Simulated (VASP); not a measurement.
# Ca2Te2H5 (P4/mmm) in VASP: relaxation of cell and atoms with PBE

Aim: the relaxation of cell and atoms of Ca2Te2H5 with PBE.

Program: VASP 6.6.1. These are calculated values, not measurements. Logs are shortened: lines on timing, memory, paths and dates and some standing lists are left out, and cuts for length are marked.

**1. The cell of the first run**

It takes space group P4/mmm (No. 123, tetragonal). The conventional cell has a = 4.153 Å, b = 4.153 Å, c = 8.287 Å, α = 90.00°, β = 90.00°, γ = 90.00°. Within 3.7 Å of Ca (site symmetry 4/mmm) lie 8 H at 2.77 Å and 8 Te at 3.63 Å. Ca (site symmetry 4/mmm) has 12 H at 2.94 to 3.11 Å and 8 Te at 3.56 Å within 3.9 Å. Te (site symmetry 4mm) has 5 H at 2.02 to 2.10 Å within 2.7 Å. H (site symmetry 2mm) has 2 Te at 2.10 Å and 2 Ca at 2.77 Å within 2.8 Å. H (site symmetry 4/mmm) has 2 Te at 2.02 Å within 2.7 Å.

The cell was built from a structure type or drawn by symmetry, and may not be a known phase.

**2. Relaxation of cell and atoms, PBE**

The input, INCAR:

```
SYSTEM = Ca2Te2H5
ALGO     = Normal         ! electronic algorithm
EDIFF    = 1E-7           ! SCF threshold, eV
EDIFFG   = -0.04          ! ionic threshold
ENCUT    = 600            ! plane-wave cutoff, eV
GGA      = PE             ! functional
IBRION   = 2              ! ionic algorithm
ISIF     = 3              ! what is computed and relaxed
ISMEAR   = 0              ! smearing method
LASPH    = .True.         ! aspherical terms in the spheres
LCHARG   = .False.        ! write CHGCAR
LREAL    = .False.        ! projectors in reciprocal space
LWAVE    = .False.        ! write WAVECAR
NELM     = 80             ! most SCF steps
NSW      = 90             ! ionic steps
PREC     = Accurate       ! precision mode
SIGMA    = 0.1            ! smearing width, eV
```

The input, KPOINTS:

```
k-points
0
Gamma
  4 4 2
  0 0 0
```

The input, POSCAR:

```
Ca2Te2H5
1.0
    4.1533039200      0.0000000000      0.0000000000
    0.0000000000      4.1533039200      0.0000000000
    0.0000000000      0.0000000000      8.2866813700
Ca Te H
2 2 5
Direct
    0.0000000000      0.0000000000      0.0000000000
    0.0000000000      0.0000000000      0.5000000000
    0.5000000000      0.5000000000      0.2566320000
    0.5000000000      0.5000000000      0.7433680000
    0.5000000000      0.0000000000      0.2209000000
    0.5000000000      0.0000000000      0.7791000000
    0.5000000000      0.5000000000      0.5000000000
    0.0000000000      0.5000000000      0.2209000000
    0.0000000000      0.5000000000      0.7791000000
```

Potentials or basis: VASP PAW PBE potentials, release 64 (Ca_sv, Te, H).

The run is started by

```bash
cat potpaw_PBE.64/Ca_sv/POTCAR potpaw_PBE.64/Te/POTCAR potpaw_PBE.64/H/POTCAR > POTCAR
mpirun -np 1 vasp_std > vasp.out
```

OUTCAR:

```text
SYSTEM = Ca2Te2H5
   EDIFF = 1E-7
   EDIFFG = -0.04
   ENCUT = 600
   GGA = PE
   IBRION = 2
   ISIF = 3
   ISMEAR = 0
   LASPH = .True.
   LREAL = .False.
   NELM = 80
   NSW = 90
   PREC = Accurate

 ion  position               nearest neighbor table
   1  0.000  0.000  0.000-
   2  0.000  0.000  0.500-
   3  0.500  0.500  0.257-   7 2.02   5 2.10   8 2.10   5 2.10   8 2.10
   4  0.500  0.500  0.743-   7 2.02   6 2.10   9 2.10   6 2.10   9 2.10
   5  0.500  0.000  0.221-   3 2.10   3 2.10
   6  0.500  0.000  0.779-   4 2.10   4 2.10
   7  0.500  0.500  0.500-   3 2.02   4 2.02
   8  0.000  0.500  0.221-   3 2.10   3 2.10
   9  0.000  0.500  0.779-   4 2.10   4 2.10

  LATTYP: Found a simple tetragonal cell.
 ALAT       =     4.1533039200
 C/A-ratio  =     1.9952022606

  Lattice vectors:

 A1 = (   4.1533039200,   0.0000000000,   0.0000000000)
 A2 = (   0.0000000000,   4.1533039200,   0.0000000000)
 A3 = (   0.0000000000,   0.0000000000,   8.2866813700)

Analysis of symmetry for initial positions (statically):
=====================================================================
 Subroutine PRICEL returns:
 Original cell was already a primitive cell.

 Routine SETGRP: Setting up the symmetry group for a
 simple tetragonal supercell.

 Subroutine GETGRP returns: Found 16 space group operations
 (whereof 16 operations were pure point group operations)
 out of a pool of 16 trial point group operations.

The static configuration has the point symmetry D_4h.

Analysis of symmetry for dynamics (positions and initial velocities):
=====================================================================
 Subroutine PRICEL returns:
 Original cell was already a primitive cell.

 Routine SETGRP: Setting up the symmetry group for a
 simple tetragonal supercell.

 Subroutine GETGRP returns: Found 16 space group operations
 (whereof 16 operations were pure point group operations)
 out of a pool of 16 trial point group operations.

The dynamic configuration has the point symmetry D_4h.

 Subroutine INISYM returns: Found 16 space group operations
 (whereof 16 operations are pure point group operations),
 and found     1 'primitive' translations

----------------------------------------------------------------------------------------

                                     Primitive cell

  volume of cell :     142.9447

  direct lattice vectors                    reciprocal lattice vectors
     4.153303920  0.000000000  0.000000000     0.240772171  0.000000000  0.000000000
     0.000000000  4.153303920  0.000000000     0.000000000  0.240772171  0.000000000
     0.000000000  0.000000000  8.286681370     0.000000000  0.000000000  0.120675570

  length of vectors
     4.153303920  4.153303920  8.286681370     0.240772171  0.240772171  0.120675570

  position of ions in fractional coordinates (direct lattice)
     0.000000000  0.000000000  0.000000000
     0.000000000  0.000000000  0.500000000
     0.500000000  0.500000000  0.256632000
     0.500000000  0.500000000  0.743368000
     0.500000000  0.000000000  0.220900000
     0.500000000  0.000000000  0.779100000
     0.500000000  0.500000000  0.500000000
     0.000000000  0.500000000  0.220900000
     0.000000000  0.500000000  0.779100000

  ion indices of the primitive-cell ions
   primitive index   ion index
                 1           1
                 2           2
                 3           3
                 4           4
                 5           5
                 6           6
                 7           7
                 8           8
                 9           9

----------------------------------------------------------------------------------------

 KPOINTS: k-points

Automatic generation of k-mesh.
 Grid dimensions read from file:
 generate k-points for:    4    4    2

 Generating k-lattice:

  Cartesian coordinates                     Fractional coordinates (reciprocal lattice)
     0.060193043  0.000000000  0.000000000     0.250000000  0.000000000  0.000000000
     0.000000000  0.060193043  0.000000000     0.000000000  0.250000000  0.000000000
     0.000000000  0.000000000  0.060337785     0.000000000  0.000000000  0.500000000

  Length of vectors
     0.060193043  0.060193043  0.060337785

  Shift w.r.t. Gamma in fractional coordinates (k-lattice)
     0.000000000  0.000000000  0.000000000

 Subroutine IBZKPT returns following result:
 ===========================================

 Found     12 irreducible k-points:

 Following reciprocal coordinates:
            Coordinates               Weight
  0.000000  0.000000  0.000000      1.000000
  0.250000  0.000000  0.000000      4.000000
  0.500000  0.000000  0.000000      2.000000
  0.250000  0.250000  0.000000      4.000000
  0.500000  0.250000  0.000000      4.000000
  0.500000  0.500000  0.000000      1.000000
  0.000000  0.000000  0.500000      1.000000
  0.250000  0.000000  0.500000      4.000000
  0.500000  0.000000  0.500000      2.000000
  0.250000  0.250000  0.500000      4.000000
  0.500000  0.250000  0.500000      4.000000
  0.500000  0.500000  0.500000      1.000000
   k-points           NKPTS =     12   k-points in BZ     NKDIM =     12   number of bands    NBANDS=     23
   number of dos      NEDOS =    301   number of ions     NIONS =      9
   total plane-waves  NPLWV =  90720
   dimension x,y,z NGX =    36 NGY =   36 NGZ =   70
   dimension x,y,z NGXF=    72 NGYF=   72 NGZF=  140
   ions per type =               2   2   5
   NGX,Y,Z   is equivalent  to a cutoff of  14.41, 14.41, 14.04 a.u.
   NGXF,Y,Z  is equivalent  to a cutoff of  28.82, 28.82, 28.09 a.u.
 SYSTEM =  Ca2Te2H5
   PREC   = accura    normal or accurate (medium, high low for compatibility)
   ISTART =      0    job   : 0-new  1-cont  2-samecut
   ICHARG =      2    charge: 1-file 2-atom 10-const
   ISPIN  =      1    spin polarized calculation?
   LNONCOLLINEAR =      F non collinear calculations
   LSORBIT =      F    spin-orbit coupling
   LASPH  =      T    aspherical Exc in radial PAW
   ENCUT  =  600.0 eV  44.10 Ry    6.64 a.u.   8.30  8.30 16.55*2*pi/ulx,y,z
   NELM   =     80;   NELMIN=  2; NELMDL= -5     # of ELM steps
   EDIFF  = 0.1E-06   stopping-criterion for ELM
   LREAL  =      F    real-space projection
   EDIFFG = -.4E-01   stopping-criterion for IOM
   NSW    =     90    number of steps for IOM
   IBRION =      2    ionic relax: 0-MD 1-quasi-New 2-CG
   NFREE  =      1    steps in history (QN), initial steepest desc. (CG)
   ISIF   =      3    stress and relaxation
   ISYM   =      2    0-nonsym 1-usesym 2-fastsym
   POTIM  = 0.5000    time-step for ionic-motion
   TEBEG  =    0.0;   TEEND  =   0.0 temperature during run
   PSTRESS=    0.0 pullay stress
   NELECT =      37.0000    total number of electrons
   NUPDOWN=      -1.0000    fix difference up-down
   EMIN   =  10.00;   EMAX   =-10.00  energy-range for DOS
   EFERMI =   0.00;   METHOD = LEGACY
   ISMEAR =     0;   SIGMA  =   0.10  broadening in eV -4-tet -1-fermi 0-gaus
   EFERMI_NEDOS =   21; number of points for ismear=-14 and -15
   IALGO  =     38    algorithm
   IMIX   =      4    mixing-type and parameters
     AMIX     =   0.40;   BMIX     =  1.00
     AMIX_MAG =   1.60;   BMIX_MAG =  1.00
  volume/ion in A,a.u.               =      15.88       107.18
  Fermi-wavevector in a.u.,A,eV,Ry     =   1.043324  1.971597 14.810294  1.088526
  Thomas-Fermi vector in A             =   2.178029
   LORBIT       =      0    0 simple, 1 ext, 2 COOP (PROOUT), +10 PAW based schemes
   GGA     = PE    functional components
   LHFCALC =     F    Hartree Fock is set to
   AEXX    =    0.0000 exact exchange contribution
   IVDW    =     0    specifies the selected vdW correction
   LEPSILON=     F    determine dielectric tensor
   LRPA    =     F    only Hartree local field effects (RPA)
 conjugate gradient relaxation of ions
 non-spin polarized calculation
 Gauss-broadening in eV      SIGMA  =   0.10
  energy-cutoff  :      600.00
  volume of cell :      142.94
 maximum number of plane-waves:      4810
 NGX is ok and might be reduce to    36
   NGX = 17   NGY = 17   NGZ = 33

--------------------------------------- Ionic step        1  -------------------------------------------

 number of electron      37.0000001 magnetization

 Free energy of the ion-electron system (eV)
  ---------------------------------------------------
  ext. energy  EPLUGINS =         0.00000000
  ---------------------------------------------------
  free energy    TOTEN  =       -24.41705761 eV

  energy without entropy =      -24.39075085  energy(sigma->0) =      -24.40390423

 E-fermi :   5.7835     XC(G=0):  -9.1889

 val. band max:        5.7595889528   @ k =   0.5000   0.5000   0.0000
 cond. band min:       5.7882413519   @ k =   0.5000   0.2500   0.5000
 fundamental gap:      0.0286523992
 Fermi energy:         5.7835434342

 k-point     1 :       0.0000    0.0000    0.0000
  band No.  band energies     occupation
      1     -36.9116      2.00000
      2     -36.7138      2.00000
      3     -17.9461      2.00000
      4     -17.8884      2.00000
      5     -17.8884      2.00000
      6     -17.7503      2.00000
[... 423 lines left out ...]
  FREE ENERGIE OF THE ION-ELECTRON SYSTEM (eV)
  ---------------------------------------------------
  free  energy   TOTEN  =       -24.7198843172 eV

  energy  without entropy=      -24.6930877727  energy(sigma->0) =      -24.70648604

[... ionic steps 4 to 29 ...]

--------------------------------------- Ionic step       30  -------------------------------------------

 number of electron      36.9999985 magnetization

------------------------ aborting loop because EDIFF is reached ----------------------------------------

  FORCE on cell =-STRESS in cart. coord.  units (eV):
  Direction    XX          YY          ZZ          XY          YZ          ZX
  --------------------------------------------------------------------------------------
  -------------------------------------------------------------------------------------
  Total       -0.6135853     -0.6135853      0.0999871      0.0000000     -0.0000000     -0.0000000
  in kB       -5.6918836     -5.6918836      0.9275239      0.0000000     -0.0000000     -0.0000000
  external PRESSURE =      -3.4854144 kB  Pullay stress =       0.0000000 kB
[... 71 lines left out ...]
  energy  without entropy=      -26.2936086843  energy(sigma->0) =      -26.29376055

--------------------------------------- Ionic step       32  -------------------------------------------

 number of electron      36.9999986 magnetization

 Free energy of the ion-electron system (eV)
  ---------------------------------------------------
  ext. energy  EPLUGINS =         0.00000000
  ---------------------------------------------------
  free energy    TOTEN  =       -26.29429429 eV

  energy without entropy =      -26.29399547  energy(sigma->0) =      -26.29414488

 E-fermi :   4.0445     XC(G=0):  -8.3059

 val. band max:        3.8698711313   @ k =   0.5000   0.5000   0.5000
 cond. band min:       4.2421605118   @ k =   0.5000   0.2500   0.5000
 fundamental gap:      0.3722893805
 Fermi energy:         4.0445082099

 k-point     1 :       0.0000    0.0000    0.0000
  band No.  band energies     occupation
      1     -39.3140      2.00000
      2     -38.3030      2.00000
      3     -20.3311      2.00000
      4     -20.1993      2.00000
      5     -20.1993      2.00000
      6     -19.3485      2.00000
[... 337 lines left out ...]
  FREE ENERGIE OF THE ION-ELECTRON SYSTEM (eV)
  ---------------------------------------------------
  free  energy   TOTEN  =       -26.2942942950 eV

  energy  without entropy=      -26.2939954664  energy(sigma->0) =      -26.29414488

 reached required accuracy - stopping structural energy minimisation
```

Wall time 31 min (1 thread of AMD EPYC 7R43 (Zen 3), shared host); peak memory 0.29 GiB.

Results:

* Free energy: -26.2943 eV
* Relaxed volume: 19.08 Å³/atom
* Relaxed cell: a = 4.025 Å, b = 4.025 Å, c = 10.601 Å, α = 90.00°, β = 90.00°, γ = 90.00°
* Space group after relaxing (to 0.1 Å): P4/mmm (No. 123)
* Energy gained by relaxing: 208.6 meV/atom
* Ionic steps: 32
* Pressure after relaxing: 0.0 GPa
* Largest force after relaxing: 0.033 eV/Å
* Band gap on the k mesh: zero (an odd number of electrons rules out a gap without spin polarisation)

Forces on the atoms (eV/Å):
```
Ca   0.000  0.000  0.000
Ca   0.000  0.000  0.000
Te   0.000  0.000  0.033
Te   0.000  0.000 -0.033
H    0.000  0.000  0.022
H    0.000  0.000 -0.022
H    0.000  0.000  0.000
H    0.000  0.000  0.022
H    0.000  0.000 -0.022
```

The path:
| step | energy change (eV) | largest force (eV/Å) | pressure (GPa) | volume (Å³) |
| --- | --- | --- | --- | --- |
| 1 | 0.0000 | 1.0788 | 1.65 | 142.94 |
| 2 | -0.1707 | 0.9587 | 0.36 | 146.35 |
| 3 | -0.3028 | 0.7329 | -0.92 | 150.65 |
| 4 | -0.5477 | 0.7648 | -1.83 | 159.36 |
| 5 | -1.0141 | 0.2826 | -3.02 | 177.25 |
| 6 | -1.1408 | 0.4420 | -2.64 | 177.62 |
| 7 | -1.2594 | 0.7966 | -1.39 | 178.21 |
| 8 | -1.2605 | 0.7665 | -1.52 | 178.18 |
| 9 | -1.3167 | 0.6563 | -1.18 | 176.10 |
| 10 | -1.4246 | 0.3311 | -0.04 | 169.95 |
| 11 | -1.3659 | 0.2576 | 2.73 | 158.08 |
| 12 | -1.4449 | 0.2488 | 0.86 | 165.74 |
| 13 | -1.4649 | 0.2373 | 0.47 | 166.87 |
| 14 | -1.4836 | 0.2069 | -0.38 | 169.45 |
| 15 | -1.5041 | 0.2418 | -0.29 | 169.18 |
| 16 | -1.5581 | 0.3544 | -0.06 | 168.37 |
| 17 | -1.6301 | 0.5672 | 0.25 | 166.74 |
| 18 | -1.6149 | 0.8079 | -0.13 | 163.42 |
| 19 | -1.6432 | 0.7824 | 0.34 | 165.00 |
| 20 | -1.6560 | 0.7797 | 0.28 | 164.96 |
| 21 | -1.6901 | 0.7634 | 0.09 | 164.85 |
| 22 | -1.7388 | 0.6834 | -0.39 | 164.62 |
| 23 | -1.7435 | 0.4709 | -0.86 | 164.16 |
| 24 | -1.7591 | 0.5951 | -0.65 | 164.38 |
| 25 | -1.7840 | 0.5032 | -0.26 | 163.26 |
| 26 | -1.8176 | 0.1599 | 0.99 | 159.92 |
| 27 | -1.8344 | 0.1130 | 0.79 | 161.78 |
| 28 | -1.8588 | 0.0643 | 0.33 | 167.18 |
| 29 | -1.8710 | 0.0464 | -0.03 | 170.05 |
| 30 | -1.8742 | 0.0347 | -0.35 | 172.71 |
| 31 | -1.8769 | 0.0404 | 0.13 | 171.38 |
| 32 | -1.8772 | 0.0331 | 0.00 | 171.73 |

Final structure:
```
Ca Te H
1.0
     4.02489    0.00000    0.00000
     0.00000    4.02489    0.00000
     0.00000    0.00000   10.60059
Ca Te H
2 2 5
Direct
  0.00000 0.00000 0.00000
  0.00000 0.00000 0.50000
  0.50000 0.50000 0.18242
  0.50000 0.50000 0.81758
  0.50000 0.00000 0.14322
  0.50000 0.00000 0.85678
  0.50000 0.50000 0.50000
  0.00000 0.50000 0.14322
  0.00000 0.50000 0.85678
```

Levels at points of the mesh, in eV from the Fermi level:
| k point | band 16 | band 17 | band 18 | band 19 | band 20 | band 21 |
| --- | --- | --- | --- | --- | --- | --- |
| (0.00, 0.00, 0.00) | -2.42 | -2.42 | -2.37 | -2.37 | -1.17 | -0.23 |
| (0.50, 0.00, 0.00) | -2.26 | -1.84 | -1.66 | -1.15 | -1.11 | 0.37 |
| (0.50, 0.50, 0.00) | -2.62 | -1.59 | -0.34 | 0.86 | 0.86 | 1.05 |
| (0.00, 0.00, 0.50) | -2.42 | -2.42 | -2.36 | -2.36 | -1.15 | -0.25 |
| (0.50, 0.00, 0.50) | -2.26 | -1.96 | -1.67 | -0.79 | -0.66 | -0.25 |
| (0.50, 0.50, 0.50) | -3.48 | -1.06 | -0.17 | 0.53 | 0.76 | 0.76 |

Caveat: the k points lie up to 0.39 Å⁻¹ apart in the final cell, too coarse for converged energies and pressures of a metal; the volume moved by over 15 % at a fixed basis, so the end points are rough; spin-orbit coupling is left out, which moves the levels of the heavy elements.
